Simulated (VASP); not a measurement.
# SiC (P6_3mc) in VASP: further runs, part 2 of 2

VASP 6.6.1. The steps go on from the part before.

## 3. Single point, BLYP+D4

The input, INCAR:

```
AGGAC = 1.0
AGGAX = 1.0
ALDAC = 0.0
ALDAX = 1.0
ALGO = Normal
EDIFF = 1E-7
ENCUT = 520
GGA = B5
ISIF = 2
ISMEAR = -1
IVDW = 13
LASPH = T
LCHARG = F
LREAL = F
LWAVE = F
NBANDS = 26
NELM = 80
PREC = Accurate
SIGMA = 0.05
VDW_A1 = 0.44488865
VDW_A2 = 4.0933009
VDW_S6 = 1.0
VDW_S8 = 2.34076671
```

The input, KPOINTS:

```
k-points
0
Gamma
  10 10 3
```

The input, POSCAR:

```
SiC
1.0
    3.1161684510      0.0000000000      0.0000000000
   -1.5580842255      2.6986810411      0.0000000000
    0.0000000000      0.0000000000     10.2031701838
Si C
4 4
Direct
    0.0000000000      0.0000000000      0.1878943800
    0.0000000000      0.0000000000      0.6878943800
    0.3333333333      0.6666666667      0.4378419800
    0.6666666667      0.3333333333      0.9378419800
    0.0000000000      0.0000000000      0.0004600500
    0.0000000000      0.0000000000      0.5004600500
    0.3333333333      0.6666666667      0.2498025900
    0.6666666667      0.3333333333      0.7498025900
```

Potentials or basis: VASP PAW PBE potentials, release 64 (Si, C).

Started as:

```bash
$ cat potpaw_PBE.64/Si/POTCAR potpaw_PBE.64/C/POTCAR > POTCAR
$ mpirun -np 1 vasp_std > vasp.out
```

OUTCAR:

```text
EDIFF = 1E-7
   ENCUT = 520
   GGA = B5
   ISIF = 2
   ISMEAR = -1
   IVDW = 13
   LASPH = T
   LREAL = F
   NELM = 80
   PREC = Accurate

 ion  position               nearest neighbor table
   1  0.000  0.000  0.188-   7 1.91   7 1.91   7 1.91   5 1.91   3 3.12   3 3.12   3 3.12   4 3.12
                             4 3.12   4 3.12
   2  0.000  0.000  0.688-   8 1.91   8 1.91   8 1.91   6 1.91   4 3.12   4 3.12   4 3.12   3 3.12
                             3 3.12   3 3.12
   3  0.333  0.667  0.438-   6 1.91   6 1.91   6 1.91   7 1.92   1 3.12   1 3.12   1 3.12   2 3.12
                             2 3.12   2 3.12
   4  0.667  0.333  0.938-   5 1.91   5 1.91   5 1.91   8 1.92   2 3.12   2 3.12   2 3.12   1 3.12
                             1 3.12   1 3.12
   5  0.000  0.000  0.000-   4 1.91   4 1.91   4 1.91   1 1.91
   6  0.000  0.000  0.500-   3 1.91   3 1.91   3 1.91   2 1.91
   7  0.333  0.667  0.250-   1 1.91   1 1.91   1 1.91   3 1.92
   8  0.667  0.333  0.750-   2 1.91   2 1.91   2 1.91   4 1.92

  LATTYP: Found a hexagonal cell.
 ALAT       =     3.1161684510
 C/A-ratio  =     3.2742678531

  Lattice vectors:

 A1 = (   3.1161684510,   0.0000000000,   0.0000000000)
 A2 = (  -1.5580842255,   2.6986810411,   0.0000000000)
 A3 = (   0.0000000000,   0.0000000000,  10.2031701838)

Analysis of symmetry for initial positions (statically):
=====================================================================
 Subroutine PRICEL returns:
 Original cell was already a primitive cell.

 Routine SETGRP: Setting up the symmetry group for a
 hexagonal supercell.

 Subroutine GETGRP returns: Found 12 space group operations
 (whereof  6 operations were pure point group operations)
 out of a pool of 24 trial point group operations.

The static configuration has the point symmetry C_3v.
 The point group associated with its full space group is C_6v.

Analysis of symmetry for dynamics (positions and initial velocities):
[... 149 lines left out ...]
   GGA     = B5    functional components
   LHFCALC =     F    Hartree Fock is set to
   AEXX    =    0.0000 exact exchange contribution
   IVDW    =    13    specifies the selected vdW correction
   LEPSILON=     F    determine dielectric tensor
   LRPA    =     F    only Hartree local field effects (RPA)
 non-spin polarized calculation
  energy-cutoff  :      520.00
  volume of cell :       85.80
 maximum number of plane-waves:      2324
 NGX is ok and might be reduce to    24
   NGX = 11   NGY = 11   NGZ = 37

 number of electron      32.0000001 magnetization

 Free energy of the ion-electron system (eV)
  ---------------------------------------------------
  ext. energy  EPLUGINS =         0.00000000
  ---------------------------------------------------
  free energy    TOTEN  =       -54.66033439 eV

  energy without entropy =      -54.66033439  energy(sigma->0) =      -54.66033439

 E-fermi :   9.2132     XC(G=0): -10.4964

 val. band max:        8.1830756086   @ k =   0.0000   0.0000   0.0000
 cond. band min:      10.7027808706   @ k =   0.5000  -0.0000   0.0000
 fundamental gap:      2.5197052620
 Fermi energy:         9.2132381012

 k-point     1 :       0.0000    0.0000    0.0000
  band No.  band energies     occupation
      1      -6.8833      2.00000
      2      -5.7507      2.00000
      3      -5.7187      2.00000
      4      -3.5064      2.00000
      5      -0.0741      2.00000
      6       3.9515      2.00000
[... 685 lines left out ...]
     25      16.0374      0.00000
     26      16.9613      0.00000

 [... further k-points ...]

------------------------ aborting loop because EDIFF is reached ----------------------------------------

  DFT-D4 for vdW energy calculation

  Edisp (eV):   -4.96132

  FORCE on cell =-STRESS in cart. coord.  units (eV):
  Direction    XX          YY          ZZ          XY          YZ          ZX
  --------------------------------------------------------------------------------------
  -------------------------------------------------------------------------------------
  Total      -3.99001    -3.99001    -3.83998     0.00000     0.00000    -0.00000
  in kB     -74.50357   -74.50357   -71.70219     0.00000     0.00000    -0.00000
  external pressure =      -73.57 kB  Pullay stress =        0.00 kB

 VOLUME and BASIS-vectors are now :
 -----------------------------------------------------------------------------
  energy-cutoff  :      520.00
  volume of cell :       85.80
      direct lattice vectors                 reciprocal lattice vectors
     3.116168451  0.000000000  0.000000000     0.320906914  0.185275693  0.000000000
    -1.558084226  2.698681041  0.000000000     0.000000000  0.370551386  0.000000000
     0.000000000  0.000000000 10.203170184     0.000000000  0.000000000  0.098008754

 POSITION                                       TOTAL-FORCE (eV/Angst)
 -----------------------------------------------------------------------------------
      0.00000      0.00000      1.91712         0.000000     -0.000000     -0.021738
      0.00000      0.00000      7.01870        -0.000000      0.000000     -0.021738
     -0.00000      1.79912      4.46738         0.000000     -0.000000      0.023068
      1.55808      0.89956      9.56896        -0.000000      0.000000      0.023068
      0.00000      0.00000      0.00469         0.000000      0.000000      0.005624
      0.00000      0.00000      5.10628        -0.000000     -0.000000      0.005624
     -0.00000      1.79912      2.54878         0.000000     -0.000000     -0.006954
      1.55808      0.89956      7.65036        -0.000000      0.000000     -0.006954
 -----------------------------------------------------------------------------------
    total drift:                               -0.000000     -0.000000     -0.000541

  FREE ENERGIE OF THE ION-ELECTRON SYSTEM (eV)
  ---------------------------------------------------
  free  energy   TOTEN  =       -59.6216561870 eV

  energy  without entropy=      -59.6216561870  energy(sigma->0) =      -59.62165619
```

Wall time 70 s (1 thread of Intel Xeon Platinum 8259CL at 2.50GHz (Skylake/Cascade Lake), shared host); peak memory 0.21 GiB.

Results:

- Free energy: -59.6217 eV
- Pressure: -7.4 GPa
- Largest force: 0.023 eV/Å
- Band gap on the k mesh: 2.52 eV, indirect (least direct gap 3.62 eV)
- Dispersion energy per atom: -0.620 eV

Forces in eV/Å, atoms in the order of the input:
```
Si   0.000  0.000 -0.022
Si   0.000  0.000 -0.022
Si   0.000  0.000  0.023
Si   0.000  0.000  0.023
C    0.000  0.000  0.006
C    0.000  0.000  0.006
C    0.000  0.000 -0.007
C    0.000  0.000 -0.007
```

Stress tensor (GPa, compression positive):
```
-7.45  0.00  0.00
 0.00 -7.45  0.00
 0.00  0.00 -7.17
```

Caveat: the PAW data sets were made with another functional, which shifts forces and pressure a little.

## 4. Single point, PBEsol+D4

This run uses another cell than the first one, of 10.93 Å³/atom, 1.019 times its volume.

The input, INCAR:

```
PREC = Accurate
ENCUT = 520
EDIFF = 1E-6
ISMEAR = -1
SIGMA = 0.05
LREAL = False
LASPH = True
NELM = 80
ALGO = Normal
ISIF = 2
LWAVE = False
LCHARG = False
GGA = PS
IVDW = 13
NBANDS = 26
```

The input, KPOINTS:

```
Automatic mesh
0
Gamma
  10 10 3
```

Changes to POSCAR since step 3:

```diff
@@ -2,5 +2,5 @@
 1.0
-    3.1161684510      0.0000000000      0.0000000000
-   -1.5580842255      2.6986810411      0.0000000000
-    0.0000000000      0.0000000000     10.2031701838
+    3.1360171929      0.0000000000      0.0000000000
+   -1.5680085964      2.7158705557      0.0000000000
+    0.0000000000      0.0000000000     10.2681602811
 Si C
```

Started as:

```bash
$ cat potpaw_PBE.64/Si/POTCAR potpaw_PBE.64/C/POTCAR > POTCAR
$ mpirun -np 1 vasp_std > vasp.out
```

Wall time 40 s (1 thread of Intel Xeon Platinum 8259CL at 2.50GHz (Skylake/Cascade Lake), shared host); peak memory 0.21 GiB.

The run converged. Its results:

- Free energy: -64.9295 eV
- Pressure: -13.0 GPa
- Largest force: 0.014 eV/Å
- Band gap on the k mesh: 2.09 eV, indirect (least direct gap 3.20 eV)
- Dispersion energy per atom: -0.178 eV

Forces in eV/Å, atoms in the order of the input:
```
Si   0.000  0.000 -0.004
Si   0.000  0.000 -0.004
Si   0.000  0.000  0.014
Si   0.000  0.000  0.014
C    0.000  0.000 -0.003
C    0.000  0.000 -0.003
C    0.000  0.000 -0.007
C    0.000  0.000 -0.007
```

Levels at points of the mesh, in eV from the valence-band top:
```csv
k point,band 14,band 15,band 16,band 17,band 18,band 19
"(0.00, 0.00, 0.00)",-0.05,0.00,0.00,4.56,5.14,5.61
"(0.50, 0.00, 0.00)",-2.17,-1.55,-1.11,2.09,2.19,3.94
```

Caveat: the PAW data sets were made with another functional, which shifts forces and pressure a little.

## 5. Single point, BLYP+D4

This run uses another cell than the first one, of 10.93 Å³/atom, 1.019 times its volume.

The input, INCAR:

```
AGGAC = 1.0
AGGAX = 1.0
ALDAC = 0.0
ALDAX = 1.0
ALGO = Normal
EDIFF = 1E-6
ENCUT = 520
GGA = B5
ISIF = 2
ISMEAR = -1
IVDW = 13
LASPH = T
LCHARG = F
LREAL = F
LWAVE = F
NBANDS = 26
NELM = 100
PREC = Accurate
SIGMA = 0.05
VDW_A1 = 0.44488865
VDW_A2 = 4.0933009
VDW_S6 = 1.0
VDW_S8 = 2.34076671
```

The input, KPOINTS:

```
k-points
0
Gamma
  10 10 3
```

POSCAR is that of step 4.

Started as:

```bash
$ cat potpaw_PBE.64/Si/POTCAR potpaw_PBE.64/C/POTCAR > POTCAR
$ mpirun -np 1 vasp_std > vasp.out
```

It took 58 s on 1 thread of Intel Xeon Platinum 8259CL at 2.50GHz (Skylake/Cascade Lake), shared host; peak memory 0.22 GiB.

It converged, with:

| Quantity | Value |
| --- | --- |
| Free energy | -59.5291 eV |
| Pressure | -10.6 GPa |
| Largest force | 0.029 eV/Å |
| Band gap on the k mesh | 2.51 eV, indirect (least direct gap 3.61 eV) |
| Dispersion energy per atom | -0.610 eV |

Forces in eV/Å, atoms in the order of the input:
```
Si   0.000  0.000 -0.023
Si   0.000  0.000 -0.023
Si   0.000  0.000  0.029
Si   0.000  0.000  0.029
C    0.000  0.000  0.005
C    0.000  0.000  0.005
C    0.000  0.000 -0.011
C    0.000  0.000 -0.011
```

Stress tensor (GPa, compression positive):
```
-10.75   0.00   0.00
  0.00 -10.75   0.00
  0.00   0.00 -10.42
```

Levels at points of the mesh, in eV from the valence-band top:
```csv
k point,band 13,band 14,band 15,band 16,band 17,band 18,band 19,band 20
"(0.00, 0.00, 0.00)",-0.57,-0.05,0.00,0.00,4.75,5.33,5.81,5.93
"(0.50, 0.00, 0.00)",-2.25,-2.13,-1.51,-1.10,2.51,2.59,4.29,4.57
```

Caveat: the PAW data sets were made with another functional, which shifts forces and pressure a little. A k mesh can miss the band edges.

## 6. Single point, PBE+D3(BJ)

This run uses another cell than the first one, of 9.69 Å³/atom, 0.904 times its volume.

The input, INCAR:

```
PREC     = Accurate       # precision mode
ENCUT    = 520            # plane-wave cutoff, eV
EDIFF    = 1E-7           # SCF threshold, eV
ISMEAR   = -1             # smearing method
SIGMA    = 0.05           # smearing width, eV
LREAL    = False          # projectors in reciprocal space
LASPH    = True           # aspherical terms in the spheres
NELM     = 60             # most SCF steps
ALGO     = Normal         # electronic algorithm
ISIF     = 2              # what is computed and relaxed
LWAVE    = False          # write WAVECAR
LCHARG   = True           # write CHGCAR
GGA      = PE             # functional
IVDW     = 12             # dispersion correction
LELF     = True           # ELF
LVHAR    = True         
NBANDS   = 26             # bands
```

The input, KPOINTS:

```
regular mesh
0
Gamma
  10 10 3
```

Changes to POSCAR since step 5:

```diff
@@ -2,5 +2,5 @@
 1.0
-    3.1360171929      0.0000000000      0.0000000000
-   -1.5680085964      2.7158705557      0.0000000000
-    0.0000000000      0.0000000000     10.2681602811
+    3.0129072637      0.0000000000      0.0000000000
+   -1.5064536318      2.6092542296      0.0000000000
+    0.0000000000      0.0000000000      9.8650653976
 Si C
```

Potentials or basis: VASP PAW PBE potentials, release 64 (Si, C).

Started as:

```bash
$ cat potpaw_PBE.64/Si/POTCAR potpaw_PBE.64/C/POTCAR > POTCAR
$ mpirun -np 1 vasp_std > vasp.out
```

OUTCAR:

```text
PREC = Accurate
   ENCUT = 520
   EDIFF = 1E-7
   ISMEAR = -1
   LREAL = False
   LASPH = True
   NELM = 60
   ISIF = 2
   GGA = PE
   IVDW = 12
 IVDW          = 12

 ion  position               nearest neighbor table
   1  0.000  0.000  0.188-   7 1.84   7 1.84   7 1.84   5 1.85   3 3.02   3 3.02   3 3.02   4 3.02
                             4 3.02   4 3.02
   2  0.000  0.000  0.688-   8 1.84   8 1.84   8 1.84   6 1.85   4 3.02   4 3.02   4 3.02   3 3.02
                             3 3.02   3 3.02
   3  0.333  0.667  0.438-   6 1.85   6 1.85   6 1.85   7 1.86   1 3.02   1 3.02   1 3.02   2 3.02
                             2 3.02   2 3.02
[... 921 lines left out ...]
  in kB     145.11488   145.11488   141.55872     0.00000     0.00000     0.00000
  external pressure =      143.93 kB  Pullay stress =        0.00 kB

 VOLUME and BASIS-vectors are now :
 -----------------------------------------------------------------------------
  energy-cutoff  :      520.00
  volume of cell :       77.55
      direct lattice vectors                 reciprocal lattice vectors
     3.012907264  0.000000000  0.000000000     0.331905337  0.191625636  0.000000000
    -1.506453632  2.609254230  0.000000000     0.000000000  0.383251271  0.000000000
     0.000000000  0.000000000  9.865065398     0.000000000  0.000000000  0.101367802

 POSITION                                       TOTAL-FORCE (eV/Angst)
 -----------------------------------------------------------------------------------
      0.00000      0.00000      1.85359        -0.000000     -0.000000      0.012340
      0.00000      0.00000      6.78612        -0.000000     -0.000000      0.012340
     -0.00000      1.73950      4.31934        -0.000000      0.000000     -0.026988
      1.50645      0.86975      9.25187         0.000000     -0.000000     -0.026988
      0.00000      0.00000      0.00454        -0.000000     -0.000000     -0.001758
      0.00000      0.00000      4.93707        -0.000000     -0.000000     -0.001758
     -0.00000      1.73950      2.46432        -0.000000      0.000000      0.016406
      1.50645      0.86975      7.39685         0.000000     -0.000000      0.016406
 -----------------------------------------------------------------------------------
    total drift:                               -0.000000     -0.000000      0.000380

  FREE ENERGIE OF THE ION-ELECTRON SYSTEM (eV)
  ---------------------------------------------------
  free  energy   TOTEN  =       -62.4463228532 eV

  energy  without entropy=      -62.4463228532  energy(sigma->0) =      -62.44632285
```

OSZICAR:

```text
N       E                     dE             d eps       ncg     rms          rms(c)
DAV:   1     0.765380618191E+02    0.76538E+02   -0.14740E+04  1456   0.112E+03
DAV:   2    -0.612868435751E+02   -0.13782E+03   -0.12675E+03  1946   0.196E+02
DAV:   3    -0.679819747445E+02   -0.66951E+01   -0.66536E+01  1996   0.406E+01
DAV:   4    -0.680565004994E+02   -0.74526E-01   -0.74429E-01  1880   0.505E+00
DAV:   5    -0.680577026504E+02   -0.12022E-02   -0.12012E-02  1978   0.604E-01    0.191E+01
DAV:   6    -0.601627208837E+02    0.78950E+01   -0.20111E+01  1878   0.200E+01    0.874E+00
DAV:   7    -0.599128775632E+02    0.24984E+00   -0.25400E+00  2008   0.716E+00    0.360E+00
DAV:   8    -0.598797626175E+02    0.33115E-01   -0.13878E-01  1790   0.175E+00    0.105E+00
DAV:   9    -0.598763821340E+02    0.33805E-02   -0.18726E-02  1854   0.739E-01    0.158E-01
DAV:  10    -0.598768195468E+02   -0.43741E-03   -0.13296E-03  1850   0.184E-01    0.774E-02
DAV:  11    -0.598768936557E+02   -0.74109E-04   -0.14503E-04  1774   0.776E-02    0.159E-02
DAV:  12    -0.598768948508E+02   -0.11951E-05   -0.80552E-06  1908   0.138E-02    0.555E-03
DAV:  13    -0.598768955565E+02   -0.70573E-06   -0.52293E-07  1814   0.391E-03    0.268E-03
DAV:  14    -0.598768957051E+02   -0.14860E-06   -0.18697E-08  1164   0.861E-04    0.136E-03
DAV:  15    -0.598768956935E+02    0.11581E-07   -0.24972E-08   952   0.828E-04
   1 F= -.62446323E+02 E0= -.62446323E+02  d E =-.273347E-10
```

It took 61 s on 1 thread of Intel Xeon 8259CL, shared host; peak memory 0.22 GiB.

What came out:

- Free energy: -62.4463 eV
- Pressure: 14.4 GPa
- Largest force: 0.027 eV/Å
- Band gap on the k mesh: 2.23 eV, indirect (least direct gap 3.37 eV)
- Dispersion energy per atom: -0.321 eV

Forces in eV/Å, atoms in the order of the input:
```
Si   0.000  0.000  0.012
Si   0.000  0.000  0.012
Si   0.000  0.000 -0.027
Si   0.000  0.000 -0.027
C    0.000  0.000 -0.002
C    0.000  0.000 -0.002
C    0.000  0.000  0.016
C    0.000  0.000  0.016
```

Stress tensor (GPa, compression positive):
```
14.51  0.00  0.00
 0.00 14.51  0.00
 0.00  0.00 14.16
```

## 7. Overview

```csv
level,cell,gap on the mesh (eV),pressure (GPa),largest force (eV/Å)
PBEsol+D4,"a = 3.116, b = 3.116, c = 10.203 Å, angles 90.0, 90.0, 120.0°, 8 atoms",2.10,-9.6,0.01
BLYP+D4,"a = 3.116, b = 3.116, c = 10.203 Å, angles 90.0, 90.0, 120.0°, 8 atoms",2.52,-7.4,0.02
PBEsol+D4,"a = 3.136, b = 3.136, c = 10.268 Å, angles 90.0, 90.0, 120.0°, 8 atoms",2.09,-13.0,0.01
BLYP+D4,"a = 3.136, b = 3.136, c = 10.268 Å, angles 90.0, 90.0, 120.0°, 8 atoms",2.51,-10.6,0.03
PBE+D3(BJ),"a = 3.013, b = 3.013, c = 9.865 Å, angles 90.0, 90.0, 120.0°, 8 atoms",2.23,14.4,0.03
```

Alike in all rows: task single point; potentials or basis VASP PAW PBE potentials, release 64 (Si, C); no spin polarisation; k mesh 10 × 10 × 3; cutoff (eV) 520; smearing fermi-dirac 0.05 eV.

Caveats: the PAW data sets were made with another functional, which shifts forces and pressure a little (some runs).

Absolute energies hang on the potentials; compare differences alone.
